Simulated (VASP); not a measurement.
# Nb (Fd-3m) in VASP: notebook

The runs below take Nb through single point, with LDA.

Program: VASP 6.6.1. These are calculated values, not measurements. Logs are shortened: lines on timing, memory, paths and dates and some standing lists are left out, and cuts for length are marked.

## 1. The cell of the first run

Symmetry: Fd-3m, No. 227, cubic system. The conventional cell has a = 5.792 Å, b = 5.792 Å, c = 5.792 Å, α = 90.00°, β = 90.00°, γ = 90.00°. Nb (site symmetry -43m) has 4 Nb at 2.51 Å within 3.3 Å.

## 2. Single point, LDA

The input, INCAR:

```
SYSTEM = Nb
ALGO = Normal
EDIFF = 1E-6
ENCUT = 500
GGA_COMPAT = .False.
ISIF = 2
ISMEAR = -1
LASPH = .True.
LCHARG = .False.
LREAL = .False.
LWAVE = .False.
NBANDS = 20
NELM = 120
PREC = Accurate
SIGMA = 0.1
```

The input, KPOINTS:

```
k-points
0
Gamma
  7 7 7
  0 0 0
```

The input, POSCAR:

```
Nb
1.0
    0.0000000000      2.8961802994      2.8961802994
    2.8961802994      0.0000000000      2.8961802994
    2.8961802994      2.8961802994      0.0000000000
Nb
2
Direct
    1.0000000000      1.0000000000      1.0000000000
    0.2500000000      0.2500000000      0.2500000000
```

Potentials or basis: VASP PAW LDA potentials, release 64 (Nb_sv).

On the command line:

```
$ cat potpaw_LDA.64/Nb_sv/POTCAR > POTCAR
$ mpirun -np 1 vasp_std > vasp.out
```

OUTCAR:

```text
SYSTEM = Nb
   EDIFF = 1E-6
   ENCUT = 500
   ISIF = 2
   ISMEAR = -1
   LASPH = .True.
   LREAL = .False.
   NELM = 120
   PREC = Accurate

 ion  position               nearest neighbor table
   1  0.000  0.000  0.000-   2 2.51   2 2.51   2 2.51   2 2.51
   2  0.250  0.250  0.250-   1 2.51   1 2.51   1 2.51   1 2.51

  LATTYP: Found a face centered cubic cell.
 ALAT       =     5.7923605988

  Lattice vectors:

 A1 = (   0.0000000000,   2.8961802994,   2.8961802994)
 A2 = (   2.8961802994,   0.0000000000,   2.8961802994)
 A3 = (   2.8961802994,   2.8961802994,   0.0000000000)

Analysis of symmetry for initial positions (statically):
=====================================================================
 Subroutine PRICEL returns:
 Original cell was already a primitive cell.

 Routine SETGRP: Setting up the symmetry group for a
 face centered cubic supercell.

 Subroutine GETGRP returns: Found 48 space group operations
 (whereof 24 operations were pure point group operations)
 out of a pool of 48 trial point group operations.

The static configuration has the point symmetry T_d .
 The point group associated with its full space group is O_h .

Analysis of symmetry for dynamics (positions and initial velocities):
=====================================================================
 Subroutine PRICEL returns:
 Original cell was already a primitive cell.

 Routine SETGRP: Setting up the symmetry group for a
 face centered cubic supercell.

 Subroutine GETGRP returns: Found 48 space group operations
 (whereof 24 operations were pure point group operations)
 out of a pool of 48 trial point group operations.

The dynamic configuration has the point symmetry T_d .
 The point group associated with its full space group is O_h .

 Subroutine INISYM returns: Found 48 space group operations
 (whereof 24 operations are pure point group operations),
 and found     1 'primitive' translations

----------------------------------------------------------------------------------------

                                     Primitive cell

  volume of cell :      48.5855

  direct lattice vectors                    reciprocal lattice vectors
     0.000000000  2.896180299  2.896180299    -0.172641185  0.172641185  0.172641185
     2.896180299  0.000000000  2.896180299     0.172641185 -0.172641185  0.172641185
     2.896180299  2.896180299  0.000000000     0.172641185  0.172641185 -0.172641185

  length of vectors
     4.095817458  4.095817458  4.095817458     0.299023305  0.299023305  0.299023305

  position of ions in fractional coordinates (direct lattice)
     0.000000000  0.000000000  0.000000000
     0.250000000  0.250000000  0.250000000

  ion indices of the primitive-cell ions
   primitive index   ion index
                 1           1
                 2           2

----------------------------------------------------------------------------------------

 KPOINTS: k-points

Automatic generation of k-mesh.
 Grid dimensions read from file:
 generate k-points for:    7    7    7

 Generating k-lattice:

  Cartesian coordinates                     Fractional coordinates (reciprocal lattice)
    -0.024663026  0.024663026  0.024663026     0.142857143  0.000000000  0.000000000
     0.024663026 -0.024663026  0.024663026     0.000000000  0.142857143  0.000000000
     0.024663026  0.024663026 -0.024663026     0.000000000  0.000000000  0.142857143

  Length of vectors
     0.042717615  0.042717615  0.042717615

  Shift w.r.t. Gamma in fractional coordinates (k-lattice)
     0.000000000  0.000000000  0.000000000

 Subroutine IBZKPT returns following result:
 ===========================================

 Found     20 irreducible k-points:

 Following reciprocal coordinates:
            Coordinates               Weight
  0.000000  0.000000  0.000000      1.000000
  0.142857  0.000000  0.000000      8.000000
  0.285714  0.000000  0.000000      8.000000
  0.428571  0.000000  0.000000      8.000000
  0.142857  0.142857  0.000000      6.000000
  0.285714  0.142857  0.000000     24.000000
[... 12 lines left out ...]
 -0.428571  0.428571  0.142857     24.000000
 -0.285714  0.428571  0.142857     24.000000
   k-points           NKPTS =     20   k-points in BZ     NKDIM =     20   number of bands    NBANDS=     20
   number of dos      NEDOS =    301   number of ions     NIONS =      2
   total plane-waves  NPLWV =  27000
   dimension x,y,z NGX =    30 NGY =   30 NGZ =   30
   dimension x,y,z NGXF=    60 NGYF=   60 NGZF=   60
   ions per type =               2
   NGX,Y,Z   is equivalent  to a cutoff of  12.18, 12.18, 12.18 a.u.
   NGXF,Y,Z  is equivalent  to a cutoff of  24.35, 24.35, 24.35 a.u.
 SYSTEM =  Nb
   PREC   = accura    normal or accurate (medium, high low for compatibility)
   ISTART =      0    job   : 0-new  1-cont  2-samecut
   ICHARG =      2    charge: 1-file 2-atom 10-const
   ISPIN  =      1    spin polarized calculation?
   LNONCOLLINEAR =      F non collinear calculations
   LSORBIT =      F    spin-orbit coupling
   LASPH  =      T    aspherical Exc in radial PAW
   ENCUT  =  500.0 eV  36.75 Ry    6.06 a.u.   7.47  7.47  7.47*2*pi/ulx,y,z
   NELM   =    120;   NELMIN=  2; NELMDL= -5     # of ELM steps
   EDIFF  = 0.1E-05   stopping-criterion for ELM
   LREAL  =      F    real-space projection
   EDIFFG = 0.1E-04   stopping-criterion for IOM
   NSW    =      0    number of steps for IOM
   IBRION =     -1    ionic relax: 0-MD 1-quasi-New 2-CG
   NFREE  =      0    steps in history (QN), initial steepest desc. (CG)
   ISIF   =      2    stress and relaxation
   ISYM   =      2    0-nonsym 1-usesym 2-fastsym
   POTIM  = 0.5000    time-step for ionic-motion
   TEBEG  =    0.0;   TEEND  =   0.0 temperature during run
   PSTRESS=    0.0 pullay stress
   NELECT =      26.0000    total number of electrons
   NUPDOWN=      -1.0000    fix difference up-down
   EMIN   =  10.00;   EMAX   =-10.00  energy-range for DOS
   EFERMI =   0.00;   METHOD = LEGACY
   ISMEAR =    -1;   SIGMA  =   0.10  broadening in eV -4-tet -1-fermi 0-gaus
   EFERMI_NEDOS =   21; number of points for ismear=-14 and -15
   IALGO  =     38    algorithm
   IMIX   =      4    mixing-type and parameters
     AMIX     =   0.40;   BMIX     =  1.00
     AMIX_MAG =   1.60;   BMIX_MAG =  1.00
  volume/ion in A,a.u.               =      24.29       163.94
  Fermi-wavevector in a.u.,A,eV,Ry     =   1.329118  2.511670 24.035452  1.766556
  Thomas-Fermi vector in A             =   2.458305
   LORBIT       =      0    0 simple, 1 ext, 2 COOP (PROOUT), +10 PAW based schemes
   GGA     = CA    functional components
   LHFCALC =     F    Hartree Fock is set to
   AEXX    =    0.0000 exact exchange contribution
   IVDW    =     0    specifies the selected vdW correction
   LEPSILON=     F    determine dielectric tensor
   LRPA    =     F    only Hartree local field effects (RPA)
 non-spin polarized calculation
  energy-cutoff  :      500.00
  volume of cell :       48.59
 maximum number of plane-waves:      1251
 NGX is ok and might be reduce to    30
   NGX = 15   NGY = 15   NGZ = 15

 number of electron      26.0000004 magnetization

 Free energy of the ion-electron system (eV)
  ---------------------------------------------------
  ext. energy  EPLUGINS =         0.00000000
  ---------------------------------------------------
  free energy    TOTEN  =       -17.33149326 eV

  energy without entropy =      -17.24025919  energy(sigma->0) =      -17.28587622

 E-fermi :   7.1033     XC(G=0): -10.8261

 val. band max:        7.0765931039   @ k =  -0.4286   0.4286   0.1429
 cond. band min:       7.1720094712   @ k =   0.1429   0.1429   0.0000
 fundamental gap:      0.0954163673
 Fermi energy:         7.1033386552

 k-point     1 :       0.0000    0.0000    0.0000
  band No.  band energies     occupation
      1     -47.1332      2.00000
      2     -46.2867      2.00000
      3     -23.7180      2.00000
      4     -23.7180      2.00000
      5     -23.7180      2.00000
      6     -22.4158      2.00000
[... 12 lines left out ...]
     19      12.6948      0.00000
     20      17.8751      0.00000

 k-point     2 :       0.1429    0.0000    0.0000
  band No.  band energies     occupation
      1     -47.1034      2.00000
      2     -46.3191      2.00000
      3     -23.7509      2.00000
      4     -23.7509      2.00000
      5     -23.7184      2.00000
      6     -22.4141      2.00000
[... 12 lines left out ...]
     19      12.6248      0.00000
     20      17.0653      0.00000

 k-point     3 :       0.2857    0.0000    0.0000
  band No.  band energies     occupation
      1     -47.0255      2.00000
      2     -46.4030      2.00000
      3     -23.8191      2.00000
      4     -23.8191      2.00000
      5     -23.7226      2.00000
      6     -22.4062      2.00000
[... 12 lines left out ...]
     19      12.3636      0.00000
     20      15.5111      0.00000

 k-point     4 :       0.4286    0.0000    0.0000
  band No.  band energies     occupation
      1     -46.9431      2.00000
      2     -46.4902      2.00000
      3     -23.8692      2.00000
      4     -23.8692      2.00000
      5     -23.7288      2.00000
      6     -22.3960      2.00000
[... 12 lines left out ...]
     19      11.8871      0.00000
     20      12.8682      0.00000

 k-point     5 :       0.1429    0.1429    0.0000
  band No.  band energies     occupation
      1     -47.0930      2.00000
      2     -46.3305      2.00000
      3     -23.7897      2.00000
      4     -23.7897      2.00000
      5     -23.6532      2.00000
      6     -22.4842      2.00000
[... 12 lines left out ...]
     19      12.9117      0.00000
     20      16.8558      0.00000
[... 261 lines left out ...]
      6     -22.6331      2.00000
[... 12 lines left out ...]
     19      12.8566      0.00000
     20      15.1590      0.00000

 k-point    18 :      -0.4286    0.2857    0.1429
  band No.  band energies     occupation
      1     -46.8675      2.00000
      2     -46.5688      2.00000
      3     -24.0365      2.00000
      4     -23.9469      2.00000
      5     -23.4046      2.00000
      6     -22.7162      2.00000
[... 12 lines left out ...]
     19      12.4745      0.00000
     20      12.9066      0.00000

 k-point    19 :      -0.4286    0.4286    0.1429
  band No.  band energies     occupation
      1     -46.8037      2.00000
      2     -46.6342      2.00000
      3     -24.0420      2.00000
      4     -24.0150      2.00000
      5     -23.2202      2.00000
      6     -22.9116      2.00000
[... 12 lines left out ...]
     19      12.6258      0.00000
     20      13.1837      0.00000

 k-point    20 :      -0.2857    0.4286    0.1429
  band No.  band energies     occupation
      1     -46.7777      2.00000
      2     -46.6605      2.00000
      3     -24.0655      2.00000
      4     -24.0046      2.00000
      5     -23.2072      2.00000
      6     -22.9138      2.00000
[... 12 lines left out ...]
     19      12.4535      0.00000
     20      12.5639      0.00000

------------------------ aborting loop because EDIFF is reached ----------------------------------------

  FORCE on cell =-STRESS in cart. coord.  units (eV):
  Direction    XX          YY          ZZ          XY          YZ          ZX
  --------------------------------------------------------------------------------------
  -------------------------------------------------------------------------------------
  Total       -0.4649353     -0.4649353     -0.4649353     -0.0000000     -0.0000000      0.0000000
  in kB      -15.3319135    -15.3319135    -15.3319135     -0.0000000     -0.0000000      0.0000000
  external PRESSURE =     -15.3319135 kB  Pullay stress =       0.0000000 kB

 VOLUME and BASIS-vectors are now :
 -----------------------------------------------------------------------------
  energy-cutoff  :      500.00
  volume of cell :       48.59
      direct lattice vectors                 reciprocal lattice vectors
     0.000000000  2.896180299  2.896180299    -0.172641185  0.172641185  0.172641185
     2.896180299  0.000000000  2.896180299     0.172641185 -0.172641185  0.172641185
     2.896180299  2.896180299  0.000000000     0.172641185  0.172641185 -0.172641185

 POSITION                                       TOTAL-FORCE (eV/Angst)
 -----------------------------------------------------------------------------------
      0.00000      0.00000      0.00000        -0.000000     -0.000000     -0.000000
      1.44809      1.44809      1.44809         0.000000      0.000000      0.000000
 -----------------------------------------------------------------------------------
    total drift:                                0.000000     -0.000000      0.000000

  FREE ENERGIE OF THE ION-ELECTRON SYSTEM (eV)
  ---------------------------------------------------
  free  energy   TOTEN  =       -17.3314932586 eV

  energy  without entropy=      -17.2402591869  energy(sigma->0) =      -17.28587622
```

Wall time 40 s (1 thread of Intel Xeon 8259CL, shared host); peak memory 0.15 GiB.

Results:

| Quantity | Value |
| --- | --- |
| Free energy | -17.3315 eV |
| Pressure | -1.5 GPa |
| Band gap on the k mesh | zero (band 13 reaches 7.60 eV, above the bottom of band 14 at 6.42 eV) |

## 3. Single point, LDA

This run uses another cell than the first one, of 23.34 Å³/atom, 0.961 times its volume.

Changes to INCAR since step 2:

```diff
@@ -4,2 +4,3 @@
 ENCUT = 500
+GGA = CA
 GGA_COMPAT = .False.
```

The input, KPOINTS:

```
k-points
0
Gamma
  8 8 8
  0 0 0
```

The input, POSCAR:

```
Nb
1.0
    0.0000000000      2.8578157781      2.8578157781
    2.8578157781      0.0000000000      2.8578157781
    2.8578157781      2.8578157781      0.0000000000
Nb
2
Direct
    1.0000000000      1.0000000000      1.0000000000
    0.2500000000      0.2500000000      0.2500000000
```

Potentials or basis: VASP PAW LDA potentials, release 64 (Nb_sv).

On the command line:

```
$ cat potpaw_LDA.64/Nb_sv/POTCAR > POTCAR
$ mpirun -np 1 vasp_std > vasp.out
```

It took 49 s on 1 thread of Intel Xeon 8259CL, shared host; peak memory 0.15 GiB.

Results (log left out):

- Free energy: -17.3240 eV
- Pressure: 1.7 GPa
- Band gap on the k mesh: zero (band 13 reaches 8.35 eV, above the bottom of band 14 at 6.65 eV)

Levels at points of the mesh, in eV from the Fermi level:
| k point | band 10 | band 11 | band 12 | band 13 | band 14 | band 15 | band 16 | band 17 |
| --- | --- | --- | --- | --- | --- | --- | --- | --- |
| (0.00, 0.00, 0.00) | -1.78 | -1.78 | -0.57 | -0.57 | -0.57 | 2.09 | 2.09 | 2.09 |
| (0.50, 0.00, 0.00) | -1.77 | -1.55 | -1.55 | -0.91 | -0.91 | 0.95 | 3.33 | 3.33 |
| (0.50, 0.50, 0.00) | -2.77 | -0.85 | -0.85 | 0.69 | 0.69 | 1.29 | 1.29 | 5.15 |

(Part 1 of 2 ends here.)
